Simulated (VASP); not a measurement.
# GaS3 (Im-3m) in VASP: further runs

GaS3 is run at these levels: PBE; tasks: single point, relaxation of cell and atoms.

Everything below comes from runs of VASP 6.6.1. Logs are shortened: lines on timing, memory, paths and dates and some standing lists are left out, and cuts for length are marked.

### Step 1. The cell of the first run

The structure is cubic, space group Im-3m (No. 229). Conventional cell: a = 5.225 Å, b = 5.225 Å, c = 5.225 Å, α = 90.00°, β = 90.00°, γ = 90.00°. Ga (site symmetry m-3m) has 6 S at 2.61 Å within 3.4 Å. S (site symmetry 4/mmm) has 2 Ga at 2.61 Å and 4 S at 2.61 Å within 3.4 Å.

### Step 2. Single point, PBE

Input file INCAR:

```
SYSTEM = GaS3
  ALGO = Normal
  EDIFF = 1E-6
  ENCUT = 520
  GGA = PE
  ISIF = 2
  ISMEAR = 0
  LASPH = .TRUE.
  LCHARG = .FALSE.
  LREAL = .FALSE.
  LWAVE = .FALSE.
  NBANDS = 24
  NELM = 60
  PREC = Accurate
  SIGMA = 0.1
```

Input file KPOINTS:

```
k-points
0
G
  4 4 4
  0 0 0
```

Input file POSCAR:

```
GaS3
1.0
   -2.6125638357      2.6125638357      2.6125638357
    2.6125638357     -2.6125638357      2.6125638357
    2.6125638357      2.6125638357     -2.6125638357
Ga S
1 3
Direct
    0.0000000000      0.0000000000      0.0000000000
    0.0000000000      0.5000000000      0.5000000000
    0.5000000000      0.0000000000      0.5000000000
    0.5000000000      0.5000000000      0.0000000000
```

Potentials or basis: VASP PAW PBE potentials, release 64 (Ga_d, S).

Run with:

```bash
$ cat potpaw_PBE.64/Ga_d/POTCAR potpaw_PBE.64/S/POTCAR > POTCAR
$ mpirun -np 1 vasp_std > vasp.out
```

OUTCAR:

```text
SYSTEM = GaS3
   EDIFF = 1E-6
   ENCUT = 520
   GGA = PE
   ISIF = 2
   ISMEAR = 0
   LASPH = .TRUE.
   LREAL = .FALSE.
   NELM = 60
   PREC = Accurate

 ion  position               nearest neighbor table
   1  0.000  0.000  0.000-   2 2.61   3 2.61   4 2.61   2 2.61   3 2.61   4 2.61
   2  0.000  0.500  0.500-   1 2.61   3 2.61   4 2.61   1 2.61   4 2.61   3 2.61
   3  0.500  0.000  0.500-   1 2.61   2 2.61   4 2.61   4 2.61   1 2.61   2 2.61
   4  0.500  0.500  0.000-   1 2.61   2 2.61   3 2.61   3 2.61   2 2.61   1 2.61

  LATTYP: Found a body centered cubic cell.
 ALAT       =     5.2251276714

  Lattice vectors:

 A1 = (  -2.6125638357,   2.6125638357,   2.6125638357)
 A2 = (   2.6125638357,  -2.6125638357,   2.6125638357)
 A3 = (   2.6125638357,   2.6125638357,  -2.6125638357)

Analysis of symmetry for initial positions (statically):
=====================================================================
 Subroutine PRICEL returns:
 Original cell was already a primitive cell.

 Routine SETGRP: Setting up the symmetry group for a
 body centered cubic supercell.

 Subroutine GETGRP returns: Found 48 space group operations
 (whereof 48 operations were pure point group operations)
 out of a pool of 48 trial point group operations.

The static configuration has the point symmetry O_h .

Analysis of symmetry for dynamics (positions and initial velocities):
=====================================================================
 Subroutine PRICEL returns:
 Original cell was already a primitive cell.

 Routine SETGRP: Setting up the symmetry group for a
 body centered cubic supercell.

 Subroutine GETGRP returns: Found 48 space group operations
 (whereof 48 operations were pure point group operations)
 out of a pool of 48 trial point group operations.

The dynamic configuration has the point symmetry O_h .

 Subroutine INISYM returns: Found 48 space group operations
 (whereof 48 operations are pure point group operations),
 and found     1 'primitive' translations

----------------------------------------------------------------------------------------

                                     Primitive cell

  volume of cell :      71.3281

  direct lattice vectors                    reciprocal lattice vectors
    -2.612563836  2.612563836  2.612563836     0.000000000  0.191382883  0.191382883
     2.612563836 -2.612563836  2.612563836     0.191382883  0.000000000  0.191382883
     2.612563836  2.612563836 -2.612563836     0.191382883  0.191382883  0.000000000

  length of vectors
     4.525093301  4.525093301  4.525093301     0.270656269  0.270656269  0.270656269

  position of ions in fractional coordinates (direct lattice)
     0.000000000  0.000000000  0.000000000
     0.000000000  0.500000000  0.500000000
     0.500000000  0.000000000  0.500000000
     0.500000000  0.500000000  0.000000000

  ion indices of the primitive-cell ions
   primitive index   ion index
                 1           1
                 2           2
                 3           3
                 4           4

----------------------------------------------------------------------------------------

 KPOINTS: k-points

Automatic generation of k-mesh.
 Grid dimensions read from file:
 generate k-points for:    4    4    4

 Generating k-lattice:

  Cartesian coordinates                     Fractional coordinates (reciprocal lattice)
     0.000000000  0.047845721  0.047845721     0.250000000  0.000000000  0.000000000
     0.047845721  0.000000000  0.047845721     0.000000000  0.250000000  0.000000000
     0.047845721  0.047845721  0.000000000     0.000000000  0.000000000  0.250000000

  Length of vectors
     0.067664067  0.067664067  0.067664067

  Shift w.r.t. Gamma in fractional coordinates (k-lattice)
     0.000000000  0.000000000  0.000000000

 Subroutine IBZKPT returns following result:
 ===========================================

 Found      8 irreducible k-points:

 Following reciprocal coordinates:
            Coordinates               Weight
  0.000000  0.000000  0.000000      1.000000
  0.250000  0.000000  0.000000     12.000000
  0.500000  0.000000  0.000000      6.000000
  0.250000  0.250000  0.000000     24.000000
  0.250000  0.250000  0.250000      2.000000
 -0.250000  0.250000  0.250000      6.000000
  0.500000  0.500000  0.250000     12.000000
  0.500000  0.500000  0.500000      1.000000
   k-points           NKPTS =      8   k-points in BZ     NKDIM =      8   number of bands    NBANDS=     24
   number of dos      NEDOS =    301   number of ions     NIONS =      4
   total plane-waves  NPLWV =  46656
   dimension x,y,z NGX =    36 NGY =   36 NGZ =   36
   dimension x,y,z NGXF=    72 NGYF=   72 NGZF=   72
   ions per type =               1   3
   NGX,Y,Z   is equivalent  to a cutoff of  13.23, 13.23, 13.23 a.u.
   NGXF,Y,Z  is equivalent  to a cutoff of  26.45, 26.45, 26.45 a.u.
 SYSTEM =  GaS3
   PREC   = accura    normal or accurate (medium, high low for compatibility)
   ISTART =      0    job   : 0-new  1-cont  2-samecut
   ICHARG =      2    charge: 1-file 2-atom 10-const
   ISPIN  =      1    spin polarized calculation?
   LNONCOLLINEAR =      F non collinear calculations
   LSORBIT =      F    spin-orbit coupling
   LASPH  =      T    aspherical Exc in radial PAW
   ENCUT  =  520.0 eV  38.22 Ry    6.18 a.u.   8.41  8.41  8.41*2*pi/ulx,y,z
   NELM   =     60;   NELMIN=  2; NELMDL= -5     # of ELM steps
   EDIFF  = 0.1E-05   stopping-criterion for ELM
   LREAL  =      F    real-space projection
   EDIFFG = 0.1E-04   stopping-criterion for IOM
   NSW    =      0    number of steps for IOM
   IBRION =     -1    ionic relax: 0-MD 1-quasi-New 2-CG
   NFREE  =      0    steps in history (QN), initial steepest desc. (CG)
   ISIF   =      2    stress and relaxation
   ISYM   =      2    0-nonsym 1-usesym 2-fastsym
   POTIM  = 0.5000    time-step for ionic-motion
   TEBEG  =    0.0;   TEEND  =   0.0 temperature during run
   PSTRESS=    0.0 pullay stress
   NELECT =      31.0000    total number of electrons
   NUPDOWN=      -1.0000    fix difference up-down
   EMIN   =  10.00;   EMAX   =-10.00  energy-range for DOS
   EFERMI =   0.00;   METHOD = LEGACY
   ISMEAR =     0;   SIGMA  =   0.10  broadening in eV -4-tet -1-fermi 0-gaus
   EFERMI_NEDOS =   21; number of points for ismear=-14 and -15
   IALGO  =     38    algorithm
   IMIX   =      4    mixing-type and parameters
     AMIX     =   0.40;   BMIX     =  1.00
     AMIX_MAG =   1.60;   BMIX_MAG =  1.00
  volume/ion in A,a.u.               =      17.83       120.34
  Fermi-wavevector in a.u.,A,eV,Ry     =   1.240057  2.343369 20.922258  1.537743
  Thomas-Fermi vector in A             =   2.374514
   LORBIT       =      0    0 simple, 1 ext, 2 COOP (PROOUT), +10 PAW based schemes
   GGA     = PE    functional components
   LHFCALC =     F    Hartree Fock is set to
   AEXX    =    0.0000 exact exchange contribution
   IVDW    =     0    specifies the selected vdW correction
   LEPSILON=     F    determine dielectric tensor
   LRPA    =     F    only Hartree local field effects (RPA)
 non-spin polarized calculation
 Gauss-broadening in eV      SIGMA  =   0.10
  energy-cutoff  :      520.00
  volume of cell :       71.33
 maximum number of plane-waves:      1961
 NGX is ok and might be reduce to    36
   NGX = 17   NGY = 17   NGZ = 17

 number of electron      31.0000011 magnetization

 Free energy of the ion-electron system (eV)
  ---------------------------------------------------
  ext. energy  EPLUGINS =         0.00000000
  ---------------------------------------------------
  free energy    TOTEN  =       -14.62438478 eV

  energy without entropy =      -14.60596091  energy(sigma->0) =      -14.61517284

 E-fermi :   6.9473     XC(G=0): -10.5554

 val. band max:        6.9183785043   @ k =   0.2500   0.0000   0.0000
 cond. band min:       7.0427815318   @ k =   0.2500   0.2500   0.0000
 fundamental gap:      0.1244030275
 Fermi energy:         6.9472678153

 k-point     1 :       0.0000    0.0000    0.0000
  band No.  band energies     occupation
      1      -9.6739      2.00000
      2      -8.5282      2.00000
      3      -8.5282      2.00000
      4      -8.4095      2.00000
      5      -8.4095      2.00000
      6      -8.4095      2.00000
[... 16 lines left out ...]
     23      14.6579      0.00000
     24      15.3668      0.00000

 k-point     2 :       0.2500    0.0000    0.0000
  band No.  band energies     occupation
      1      -9.2018      2.00000
      2      -8.5373      2.00000
      3      -8.5000      2.00000
      4      -8.4124      2.00000
      5      -8.4089      2.00000
      6      -8.4048      2.00000
[... 16 lines left out ...]
     23      13.4533      0.00000
     24      15.0534      0.00000

 k-point     3 :       0.5000    0.0000    0.0000
  band No.  band energies     occupation
      1      -8.6039      2.00000
      2      -8.4677      2.00000
      3      -8.4152      2.00000
      4      -8.4110      2.00000
      5      -8.4000      2.00000
      6      -8.2154      2.00000
[... 16 lines left out ...]
     23      14.5727      0.00000
     24      15.9551      0.00000

 k-point     4 :       0.2500    0.2500    0.0000
  band No.  band energies     occupation
      1      -8.5926      2.00000
      2      -8.5551      2.00000
      3      -8.4155      2.00000
      4      -8.4102      2.00000
      5      -8.4096      2.00000
      6      -8.2084      2.00000
[... 16 lines left out ...]
     23      15.0020      0.00000
     24      15.0643      0.00000

 k-point     5 :       0.2500    0.2500    0.2500
  band No.  band energies     occupation
      1      -8.4675      2.00000
      2      -8.4675      2.00000
      3      -8.4205      2.00000
      4      -8.4205      2.00000
      5      -8.4205      2.00000
      6      -7.1903      2.00000
[... 16 lines left out ...]
     23      17.8719      0.00000
     24      17.8873      0.00000

 k-point     6 :      -0.2500    0.2500    0.2500
  band No.  band energies     occupation
      1      -8.9030      2.00000
      2      -8.6116      2.00000
      3      -8.4078      2.00000
      4      -8.4078      2.00000
      5      -8.4052      2.00000
      6      -8.3400      2.00000
[... 16 lines left out ...]
     23      15.3756      0.00000
     24      15.4055      0.00000

 k-point     7 :       0.5000    0.5000    0.2500
  band No.  band energies     occupation
      1      -8.6883      2.00000
      2      -8.6821      2.00000
      3      -8.4082      2.00000
      4      -8.4061      2.00000
      5      -8.4006      2.00000
      6      -7.7045      2.00000
[... 16 lines left out ...]
     23      14.4276      0.00000
     24      14.9871      0.00000

 k-point     8 :       0.5000    0.5000    0.5000
  band No.  band energies     occupation
      1      -8.7714      2.00000
      2      -8.7714      2.00000
      3      -8.4011      2.00000
      4      -8.4011      2.00000
      5      -8.4011      2.00000
      6      -7.2722      2.00000
[... 16 lines left out ...]
     23      14.7838      0.00000
     24      14.7838      0.00000

------------------------ aborting loop because EDIFF is reached ----------------------------------------

  FORCE on cell =-STRESS in cart. coord.  units (eV):
  Direction    XX          YY          ZZ          XY          YZ          ZX
  --------------------------------------------------------------------------------------
  -------------------------------------------------------------------------------------
  Total        0.0025412      0.0025412      0.0025412      0.0000000      0.0000000     -0.0000000
  in kB        0.0570805      0.0570805      0.0570805      0.0000000      0.0000000     -0.0000000
  external PRESSURE =       0.0570805 kB  Pullay stress =       0.0000000 kB

 VOLUME and BASIS-vectors are now :
 -----------------------------------------------------------------------------
  energy-cutoff  :      520.00
  volume of cell :       71.33
      direct lattice vectors                 reciprocal lattice vectors
    -2.612563836  2.612563836  2.612563836     0.000000000  0.191382883  0.191382883
     2.612563836 -2.612563836  2.612563836     0.191382883  0.000000000  0.191382883
     2.612563836  2.612563836 -2.612563836     0.191382883  0.191382883  0.000000000

 POSITION                                       TOTAL-FORCE (eV/Angst)
 -----------------------------------------------------------------------------------
      0.00000      0.00000      0.00000        -0.000000     -0.000000      0.000000
      2.61256      0.00000      0.00000         0.000000      0.000000     -0.000000
      0.00000      2.61256      0.00000        -0.000000      0.000000     -0.000000
      0.00000      0.00000      2.61256         0.000000     -0.000000      0.000000
 -----------------------------------------------------------------------------------
    total drift:                                0.000000      0.000000     -0.000000

  FREE ENERGIE OF THE ION-ELECTRON SYSTEM (eV)
  ---------------------------------------------------
  free  energy   TOTEN  =       -14.6243847756 eV

  energy  without entropy=      -14.6059609094  energy(sigma->0) =      -14.61517284
```

Wall time 7.7 s (1 thread of Intel Xeon 6975P-C (Granite Rapids), shared host); peak memory 0.2 GiB.

Results:

| Property | Result |
| --- | --- |
| Free energy | -14.6244 eV |
| Pressure | 0.0 GPa |

Caveat: the k points lie up to 0.43 Å⁻¹ apart.

(Part 1 of 2 ends here.)
